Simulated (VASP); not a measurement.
# MgO (P-6m2) in VASP: further runs, part 2 of 2

VASP 6.6.1.

### Step 3. Single point, LDA (strain +0.030 along x and y, -0.015 along z)

INCAR reads:

```
SYSTEM = MgO
PREC     = Accurate       ! precision mode
ENCUT    = 520            ! plane-wave cutoff, eV
EDIFF    = 1E-6           ! SCF threshold, eV
ISMEAR   = 0              ! smearing method
SIGMA    = 0.05           ! smearing width, eV
LREAL    = .False.        ! projectors in reciprocal space
LASPH    = .True.         ! aspherical terms in the spheres
NELM     = 80             ! most SCF steps
ALGO     = Normal         ! electronic algorithm
ISIF     = 2              ! what is computed and relaxed
LWAVE    = .False.        ! write WAVECAR
LCHARG   = .False.        ! write CHGCAR
NBANDS   = 11             ! bands
```

KPOINTS reads:

```
regular mesh
0
Gamma
  9 9 8
  0 0 0
```

POSCAR reads:

```
MgO
1.0
    3.0261615305      0.0000000000      0.0000000000
   -1.5130807653      2.6207327614      0.0000000000
    0.0000000000      0.0000000000      2.6394848000
Mg O
1 1
Direct
    0.0000000000      0.0000000000      0.0000000000
    0.3333333333      0.6666666667      0.5000000000
```

Potentials or basis: VASP PAW LDA potentials, release 64 (Mg, O).

Launch:

```bash
$ cat potpaw_LDA.64/Mg/POTCAR potpaw_LDA.64/O/POTCAR > POTCAR
$ mpirun -np 1 vasp_std > vasp.out
```

Run time: 29 s. Hardware: 1 thread of AMD EPYC 7R13, shared host; peak memory 0.1 GiB.

Results (log left out):

```
Free energy            : -12.5696 eV
Pressure               : -14.7 GPa
Band gap on the k mesh : 2.33 eV, indirect (least direct gap 2.65 eV)
```

Stress tensor (GPa, compression positive):
```
-21.03   0.00   0.00
  0.00 -21.03   0.00
  0.00   0.00  -1.92
```

Levels at points of the mesh, in eV from the valence-band top:
```tsv
k point	band 2	band 3	band 4	band 5	band 6	band 7
(0.00, 0.00, 0.00)	-1.12	-1.12	-0.32	2.33	11.43	14.00
(0.00, 0.00, 0.50)	-5.41	-0.52	-0.52	7.21	8.47	16.54
```

Caveat: the cell differs from its parent crystal (strain +0.030 along x and y, -0.015 along z). A k mesh can miss the band edges.

### Step 4. Single point, LDA (strain +0.015 along x and y, -0.015 along z)

INCAR reads:

```
SYSTEM = MgO
PREC = Accurate
ENCUT = 520
EDIFF = 1E-7
ISMEAR = 0
SIGMA = 0.05
LREAL = .False.
LASPH = .True.
NELM = 60
ALGO = Normal
ISIF = 2
LWAVE = .False.
LCHARG = .False.
NBANDS = 11
```

KPOINTS is that of step 3.

POSCAR reads:

```
MgO
1.0
    2.9820912170      0.0000000000      0.0000000000
   -1.4910456085      2.5825667503      0.0000000000
    0.0000000000      0.0000000000      2.6394848000
Mg O
1 1
Direct
    0.0000000000      0.0000000000      0.0000000000
    0.3333333333      0.6666666667      0.5000000000
```

Potentials or basis: VASP PAW LDA potentials, release 64 (Mg, O).

Launch:

```bash
$ cat potpaw_LDA.64/Mg/POTCAR potpaw_LDA.64/O/POTCAR > POTCAR
$ mpirun -np 1 vasp_std > vasp.out
```

OUTCAR:

```text
SYSTEM = MgO
   PREC = Accurate
   ENCUT = 520
   EDIFF = 1E-7
   ISMEAR = 0
   LREAL = .False.
   LASPH = .True.
   NELM = 60
   ISIF = 2

 ion  position               nearest neighbor table
   1  0.000  0.000  0.000-   2 2.17   2 2.17   2 2.17   2 2.17   2 2.17   2 2.17
   2  0.333  0.667  0.500-   1 2.17   1 2.17   1 2.17   1 2.17   1 2.17   1 2.17

  LATTYP: Found a hexagonal cell.
 ALAT       =     2.9820912170
 C/A-ratio  =     0.8851120264

  Lattice vectors:

 A1 = (   2.9820912170,   0.0000000000,   0.0000000000)
 A2 = (  -1.4910456085,   2.5825667503,   0.0000000000)
 A3 = (   0.0000000000,   0.0000000000,   2.6394848000)

Analysis of symmetry for initial positions (statically):
=====================================================================
 Subroutine PRICEL returns:
 Original cell was already a primitive cell.

 Routine SETGRP: Setting up the symmetry group for a
 hexagonal supercell.

 Subroutine GETGRP returns: Found 12 space group operations
 (whereof 12 operations were pure point group operations)
 out of a pool of 24 trial point group operations.

The static configuration has the point symmetry D_3h.

Analysis of symmetry for dynamics (positions and initial velocities):
=====================================================================
[... 167 lines left out ...]
  band No.  band energies     occupation
      1     -14.2263      2.00000
      2       2.1283      2.00000
      3       2.1283      2.00000
      4       2.7463      2.00000
      5       5.7428      0.00000
      6      14.6304      0.00000
      7      17.6329      0.00000
      8      17.6329      0.00000
      9      22.1318      0.00000
     10      23.8342      0.00000
     11      24.8510      0.00000
[... 309 lines left out ...]
 k-point    24 :       0.3333    0.3333    0.1250
  band No.  band energies     occupation
      1     -12.9792      2.00000
      2      -0.7506      2.00000
      3      -0.7019      2.00000
      4       2.4283      2.00000
      5      10.9269      0.00000
      6      13.5640      0.00000
      7      15.2024      0.00000
      8      19.7436      0.00000
      9      20.5612      0.00000
     10      23.5587      0.00000
     11      26.8670      0.00000

 [... further k-points ...]
[... 5 lines left out ...]
  --------------------------------------------------------------------------------------
  -------------------------------------------------------------------------------------
  Total       -2.0816724     -2.0816724     -0.3870252     -0.0000000      0.0000000      0.0000000
  in kB     -164.0708068   -164.0708068    -30.5040972     -0.0000000      0.0000000      0.0000000
  external PRESSURE =    -119.5485702 kB  Pullay stress =       0.0000000 kB

 VOLUME and BASIS-vectors are now :
 -----------------------------------------------------------------------------
  energy-cutoff  :      520.00
  volume of cell :       20.33
      direct lattice vectors                 reciprocal lattice vectors
     2.982091217  0.000000000  0.000000000     0.335335148  0.193605838  0.000000000
    -1.491045608  2.582566750  0.000000000     0.000000000  0.387211676  0.000000000
     0.000000000  0.000000000  2.639484800     0.000000000  0.000000000  0.378861814

 POSITION                                       TOTAL-FORCE (eV/Angst)
 -----------------------------------------------------------------------------------
      0.00000      0.00000      0.00000         0.000000      0.000000      0.000000
     -0.00000      1.72171      1.31974         0.000000      0.000000      0.000000
 -----------------------------------------------------------------------------------
    total drift:                                0.000000     -0.000000     -0.000000

  FREE ENERGIE OF THE ION-ELECTRON SYSTEM (eV)
  ---------------------------------------------------
  free  energy   TOTEN  =       -12.6398844750 eV

  energy  without entropy=      -12.6398844750  energy(sigma->0) =      -12.63988447
```

stdout:

```text
POSCAR found type information on POSCAR MgO
 POSCAR found :  2 types and       2 ions
 scaLAPACK will be used
 LDA part: xc-table for (Slater(with rela. corr.)+CA(PZ))
 , standard interpolation
 POSCAR, INCAR and KPOINTS ok, starting setup
 FFT: planning ... GRIDC
 FFT: planning ... GRID_SOFT
 FFT: planning ... GRID
 WAVECAR not read
 entering main loop
```

It took 28 s on 1 thread of AMD EPYC 7R13, shared host; peak memory 0.1 GiB.

Results:

```
Free energy            : -12.6399 eV
Pressure               : -12.0 GPa
Band gap on the k mesh : 2.65 eV, indirect (least direct gap 3.00 eV)
```

Levels at points of the mesh, in eV from the valence-band top:
| k point | band 1 | band 2 | band 3 | band 4 | band 5 | band 6 | band 7 | band 8 |
| --- | --- | --- | --- | --- | --- | --- | --- | --- |
| (0.00, 0.00, 0.00) | -17.32 | -0.97 | -0.97 | -0.35 | 2.65 | 11.53 | 14.54 | 14.54 |
| (0.00, 0.00, 0.50) | -16.13 | -5.48 | -0.39 | -0.39 | 7.63 | 8.72 | 16.89 | 16.89 |

Caveat: the cell differs from its parent crystal (strain +0.015 along x and y, -0.015 along z). A k mesh can miss the band edges.

### Step 5. Summary

```tsv
cell	gap on the mesh (eV)	pressure (GPa)
a = 2.982, b = 2.982, c = 2.760 Å, angles 90.0, 90.0, 120.0°, 2 atoms	2.52	-17.3
a = 3.026, b = 3.026, c = 2.639 Å, angles 90.0, 90.0, 120.0°, 2 atoms	2.33	-14.7
a = 2.982, b = 2.982, c = 2.639 Å, angles 90.0, 90.0, 120.0°, 2 atoms	2.65	-12.0
```

Alike in all rows: task single point; level LDA; potentials or basis VASP PAW LDA potentials, release 64 (Mg, O); no spin polarisation; k mesh 9 × 9 × 8; cutoff (eV) 520; smearing gaussian 0.05 eV.

Total energies depend on the potentials used, so only differences within one code and one set of settings carry meaning.
